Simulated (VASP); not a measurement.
# Al (a cell with a defect) in VASP: further runs, part 2 of 2

VASP 6.6.1.

## 3. Single point, PBEsol

File INCAR:

```
ALGO = Normal
EDIFF = 1E-6
ENCUT = 520
GGA = PS
ISIF = 2
ISMEAR = 0
LASPH = True
LCHARG = False
LREAL = Auto
LWAVE = False
NBANDS = 72
NELM = 100
PREC = Accurate
SIGMA = 0.05
```

File KPOINTS:

```
k-points
0
Gamma
  3 3 3
```

File POSCAR:

```
Al
1.0
    8.1000000000      0.0000000000      0.0000000000
    0.0000000000      8.1000000000      0.0000000000
    0.0000000000      0.0000000000      8.1000000000
Al
33
Direct
    0.5003965432      0.0018241975     -0.0150141975
    0.7481930864      0.2526265432      0.0024753086
    0.7631290123      0.0018245679      0.2501909877
   -0.0019322222     -0.0015611111     -0.0053514815
    0.2494477778      0.2493785185     -0.0007461728
    0.4967372840      0.4973685185     -0.0523485185
    0.7454481481      0.7453665432      0.0053286420
    0.2343813580      0.0018082716      0.2502049383
    0.4967411111      0.2004455556      0.2484765432
    0.8158598765      0.4972632099      0.2483488889
    0.5003839506      0.0018060494      0.5138223457
    0.7465588889      0.2543467901      0.4963455556
    0.7539649383     -0.0015708642      0.7490541975
    0.0022337037      0.5003304938     -0.0150851852
    0.2520666667      0.7487409877      0.0018367901
    0.0022230864      0.2345280247      0.2502072840
    0.2020065432      0.4973719753      0.2484754321
    0.4966377778      0.8140876543      0.2483412346
   -0.0019508642     -0.0015895062      0.5044876543
    0.2509583951      0.2508798765      0.4996912346
    0.4966235802      0.4972412346      0.5610171605
    0.7436612346      0.7435718519      0.4934175309
    0.2442287654     -0.0015722222      0.7490737037
    0.5003945679      0.2346904938      0.7510895062
    0.7630343210      0.5003140741      0.7510817284
    0.0022362963      0.7634555556      0.2501896296
    0.0022235802      0.5003137037      0.5138940741
    0.2537871605      0.7471080247      0.4969764198
   -0.0019398765      0.2443802469      0.7490772840
    0.2344728395      0.5003260494      0.7510841975
    0.5003829630      0.7632890123      0.7510759259
   -0.0019381481      0.7541579012      0.7490483951
    0.5122240741      0.5099401235      0.2559255556
```

Potentials or basis: VASP PAW PBE potentials, release 64 (Al).

The run is started by

```bash
cat potpaw_PBE.64/Al/POTCAR > POTCAR
mpirun -np 1 vasp_std > vasp.out
```

OUTCAR:

```text
EDIFF = 1E-6
   ENCUT = 520
   GGA = PS
   ISIF = 2
   ISMEAR = 0
   LASPH = True
   LREAL = Auto
   NELM = 100
   PREC = Accurate

 ion  position               nearest neighbor table
   1  0.500  0.002  0.985-  18 2.62   9 2.67  24 2.67  31 2.71  13 2.81  23 2.82   5 2.86   2 2.86
                            15 2.88   7 2.88   3 3.02   8 3.04
   2  0.748  0.253  0.002-   3 2.86   1 2.86  25 2.86  10 2.86  24 2.86   6 2.88  14 2.88  16 2.88
                             9 2.88  29 2.88   4 2.89  13 2.91
   3  0.763  0.002  0.250-  18 2.64   9 2.69  16 2.70  26 2.73  19 2.80   4 2.81   2 2.86  12 2.86
                             7 2.88  22 2.88  11 3.01   1 3.02
   4  0.998  0.998  0.995-  13 2.80  32 2.81   3 2.81  26 2.81  29 2.82  23 2.82  16 2.82   8 2.82
                             5 2.88  15 2.89   2 2.89   7 2.90
   5  0.249  0.249  0.999-  14 2.86  16 2.86   1 2.86   8 2.86  24 2.86  30 2.86   6 2.87  23 2.87
                             9 2.87  29 2.87  17 2.87   4 2.88
   6  0.497  0.497  0.948-  33 2.50  30 2.65  24 2.66  31 2.68  25 2.68   5 2.87  15 2.88   2 2.88
                             7 2.88  21 3.13
   7  0.745  0.745  0.005-  25 2.86  31 2.86  10 2.87  18 2.87   3 2.88  26 2.88   1 2.88  14 2.88
                             6 2.88   4 2.90  32 2.92  13 2.92
   8  0.234  0.002  0.250-  18 2.61  16 2.66   9 2.67  26 2.70  19 2.81   4 2.82   5 2.86  20 2.86
                            15 2.88  28 2.88  11 3.03   1 3.04
   9  0.497  0.200  0.248-  33 2.51   8 2.67   1 2.67  11 2.68   3 2.69   5 2.87  20 2.88   2 2.88
[... 11 lines left out ...]
  15  0.252  0.749  0.002-  26 2.86  14 2.86  31 2.86  18 2.86  30 2.86   6 2.88   1 2.88   8 2.88
                            23 2.88  17 2.88   4 2.89  32 2.90
  16  0.002  0.235  0.250-  10 2.61   8 2.66  17 2.67   3 2.70  19 2.81   4 2.82   5 2.86  20 2.86
                             2 2.88  12 2.88  27 3.03  14 3.04
  17  0.202  0.497  0.248-  33 2.52  16 2.67  14 2.68  27 2.69  26 2.70   5 2.87  20 2.88  15 2.88
                            28 2.88  10 3.13
  18  0.497  0.814  0.248-  33 2.47   8 2.61   1 2.62  11 2.63   3 2.64  15 2.86  28 2.87   7 2.87
                            22 2.88   9 3.13
  19  0.998  0.998  0.504-  13 2.80  32 2.80   3 2.80  26 2.80  29 2.81  23 2.81  16 2.81   8 2.81
                            20 2.89  28 2.90  12 2.91  22 2.92
  20  0.251  0.251  0.500-  27 2.86  16 2.86  11 2.86   8 2.86  21 2.86  24 2.87  30 2.87  23 2.87
                             9 2.88  29 2.88  17 2.88  19 2.89
  21  0.497  0.497  0.561-  33 2.48  30 2.62  24 2.63  31 2.65  25 2.65  20 2.86  28 2.87  12 2.87
                            22 2.88   6 3.13
[... 247 lines left out ...]

 number of electron      99.0000000 magnetization

 Free energy of the ion-electron system (eV)
  ---------------------------------------------------
  ext. energy  EPLUGINS =         0.00000000
  ---------------------------------------------------
  free energy    TOTEN  =      -133.02763605 eV

  energy without entropy =     -133.01515151  energy(sigma->0) =     -133.02139378

 E-fermi :   8.2361     XC(G=0): -10.3348

 val. band max:        8.2341481104   @ k =  -0.3333   0.3333   0.0000
 cond. band min:       8.3561879255   @ k =   0.0000   0.0000   0.3333
 fundamental gap:      0.1220398151
 Fermi energy:         8.2361400901

 k-point     1 :       0.0000    0.0000    0.0000
  band No.  band energies     occupation
      1      -3.1278      2.00000
      2      -1.1333      2.00000
      3      -1.1325      2.00000
      4      -0.8569      2.00000
      5      -0.7362      2.00000
      6      -0.7357      2.00000
[... 885 lines left out ...]
     60       9.7974      0.00000
     61       9.8013      0.00000
 [bands above 61 left out]

------------------------ aborting loop because EDIFF is reached ----------------------------------------

  FORCE on cell =-STRESS in cart. coord.  units (eV):
  Direction    XX          YY          ZZ          XY          YZ          ZX
  --------------------------------------------------------------------------------------
  -------------------------------------------------------------------------------------
  Total       11.0377473     10.9490086     10.8327759     -0.0726681     -0.0545021     -0.0559063
  in kB       33.2763723     33.0088447     32.6584285     -0.2190782     -0.1643118     -0.1685453
  external PRESSURE =      32.9812152 kB  Pullay stress =       0.0000000 kB

 VOLUME and BASIS-vectors are now :
 -----------------------------------------------------------------------------
  energy-cutoff  :      520.00
  volume of cell :      531.44
      direct lattice vectors                 reciprocal lattice vectors
     8.100000000  0.000000000  0.000000000     0.123456790  0.000000000  0.000000000
     0.000000000  8.100000000  0.000000000     0.000000000  0.123456790  0.000000000
     0.000000000  0.000000000  8.100000000     0.000000000  0.000000000  0.123456790

 POSITION                                       TOTAL-FORCE (eV/Angst)
 -----------------------------------------------------------------------------------
      4.05321      0.01478      7.97839         0.001325      0.003946     -0.013031
      6.06036      2.04627      0.02005        -0.001525     -0.000798     -0.000726
      6.18134      0.01478      2.02655         0.011851      0.004763      0.001534
      8.08435      8.08736      8.05665        -0.003332     -0.001067      0.013172
      2.02053      2.01997      8.09396        -0.007027     -0.005773     -0.004613
      4.02357      4.02868      7.67598        -0.004898     -0.004779      0.000091
[... 25 lines left out ...]
      8.08430      6.10868      6.06729        -0.004067     -0.011747      0.000891
      4.14902      4.13052      2.07300         0.014809      0.013736      0.003529
 -----------------------------------------------------------------------------------
    total drift:                                0.029147      0.017959      0.002759

  FREE ENERGIE OF THE ION-ELECTRON SYSTEM (eV)
  ---------------------------------------------------
  free  energy   TOTEN  =      -133.0276360530 eV

  energy  without entropy=     -133.0151515085  energy(sigma->0) =     -133.02139378
```

OSZICAR:

```text
N       E                     dE             d eps       ncg     rms          rms(c)
DAV:   1     0.128198561191E+03    0.12820E+03   -0.34813E+04  2016   0.111E+03
DAV:   2    -0.119357148791E+03   -0.24756E+03   -0.23207E+03  2376   0.145E+02
DAV:   3    -0.133874118482E+03   -0.14517E+02   -0.13929E+02  2504   0.282E+01
DAV:   4    -0.134174544343E+03   -0.30043E+00   -0.29797E+00  2344   0.426E+00
DAV:   5    -0.134178394791E+03   -0.38504E-02   -0.38470E-02  2400   0.556E-01    0.851E+00
DAV:   6    -0.133416353846E+03    0.76204E+00   -0.46677E-01  2336   0.170E+00    0.493E+00
DAV:   7    -0.133049188712E+03    0.36717E+00   -0.36006E-01  2272   0.145E+00    0.794E-01
DAV:   8    -0.133031939586E+03    0.17249E-01   -0.25806E-02  2224   0.437E-01    0.609E-01
DAV:   9    -0.133028816677E+03    0.31229E-02   -0.30005E-03  2360   0.132E-01    0.406E-01
DAV:  10    -0.133027658938E+03    0.11577E-02   -0.75027E-04  2272   0.689E-02    0.610E-02
DAV:  11    -0.133027638184E+03    0.20753E-04   -0.41783E-05  2280   0.170E-02    0.383E-02
DAV:  12    -0.133027636267E+03    0.19171E-05   -0.52774E-06  2296   0.577E-03    0.492E-03
DAV:  13    -0.133027636053E+03    0.21437E-06   -0.63084E-07  1248   0.227E-03
   1 F= -.13302764E+03 E0= -.13302139E+03  d E =-.124845E-01
```

Wall time 6.3 min (1 thread of Intel Xeon 6975P-C (Granite Rapids), shared host); peak memory 0.64 GiB.

Results:

```
Free energy            : -133.0276 eV
Pressure               : 3.3 GPa
Largest force          : 0.021 eV/Å
Band gap on the k mesh : zero (an odd number of electrons rules out a gap without spin polarisation)
```

Forces on the atoms (eV/Å):
```
Al   0.001  0.004 -0.013
Al  -0.002 -0.001 -0.001
Al   0.012  0.005  0.002
Al  -0.003 -0.001  0.013
Al  -0.007 -0.006 -0.005
Al  -0.005 -0.005  0.000
Al   0.002  0.002 -0.003
Al  -0.015  0.007  0.002
Al  -0.007 -0.002 -0.006
Al  -0.006 -0.004 -0.003
Al   0.002  0.005  0.012
Al   0.002 -0.006  0.003
Al  -0.012 -0.002  0.000
Al   0.005  0.001 -0.015
Al   0.001 -0.003  0.000
Al   0.005 -0.016  0.001
Al  -0.004 -0.006 -0.005
Al  -0.002 -0.008  0.000
Al  -0.003 -0.001 -0.014
Al   0.002  0.001 -0.004
Al   0.001  0.000 -0.007
Al   0.007  0.007  0.006
Al   0.012 -0.003  0.001
Al   0.003 -0.011  0.006
Al   0.009  0.000  0.000
Al   0.006  0.013  0.001
Al   0.005  0.001  0.013
Al  -0.005  0.002  0.002
Al  -0.004  0.013  0.001
Al  -0.011  0.003  0.006
Al   0.001  0.009  0.000
Al  -0.004 -0.012  0.001
Al   0.015  0.014  0.004
```

Levels at points of the mesh, in eV from the Fermi level:
```
           k point  band 45  band 46  band 47  band 48  band 49  band 50  band 51  band 52  band 53  band 54
(0.00, 0.00, 0.00)    -0.76    -0.51    -0.51    -0.14     0.17     0.17     0.17     0.42     0.45     0.52
```

Caveat: the PAW data sets were made with another functional, which shifts forces and pressure a little.

The gap in the log of VASP goes by the Fermi energy; the results here count the filled bands.